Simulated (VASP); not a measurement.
Here is a VASP 6.6.1 calculation.

File INCAR:

```
PREC     = Accurate       # precision mode
ENCUT    = 520            # plane-wave cutoff, eV
EDIFF    = 1E-6           # SCF threshold, eV
ISMEAR   = 0              # smearing method
SIGMA    = 0.05           # smearing width, eV
LREAL    = False          # projectors in reciprocal space
LASPH    = True           # aspherical terms in the spheres
NELM     = 80             # most SCF steps
ALGO     = Normal         # electronic algorithm
ISIF     = 2              # what is computed and relaxed
LWAVE    = False          # write WAVECAR
LCHARG   = True           # write CHGCAR
GGA      = PE             # functional
IVDW     = 12             # dispersion correction
LELF     = True           # ELF
LVHAR    = True         
NBANDS   = 35             # bands
```

File KPOINTS:

```
Automatic mesh
0
Gamma
  10 10 2
```

File POSCAR:

```
MoS2
1.0
   -3.1494847632      0.0000000000      0.0000000000
   -1.5747423816     -2.7275338138      0.0000000000
   -2.0996565088     -2.2729448448     13.2900638030
Mo S
2 4
Direct
   -0.0147375000     -0.0491250000      0.0589500000
   -0.1397375000     -0.4657916667      0.5589500000
    0.1641222564     -0.2307035897      0.6768443076
    0.2891222564      0.1859630770      0.1768443076
    0.0980694102     -0.4508797437      0.9410556924
    0.2230694102     -0.0342130770      0.4410556924
```

Potentials or basis: VASP PAW PBE potentials, release 64 (Mo_sv, S).

Command:

```console
$ cat potpaw_PBE.64/Mo_sv/POTCAR potpaw_PBE.64/S/POTCAR > POTCAR
$ mpirun -np 1 vasp_std > vasp.out
```

Problem. Estimate the pressure.

Solution. 4.1 GPa.

Problem. Predict the band gap on the k mesh.

Solution. Zero (bands 26 and 27 overlap by 0.11 eV).

Problem. Predict the largest force.

Solution. 4.776 eV/Å.

Problem. What does it give for the dispersion energy per atom?

Solution. -0.398 eV.

Stress tensor (GPa, compression positive):
```
 1.37  2.73  1.72
 2.73  4.04 -6.32
 1.72 -6.32  7.00
```

Caveat: the cell stands under pressure; forces of over 1 eV/Å act on the atoms, so gaps and moduli don't describe the material at rest.
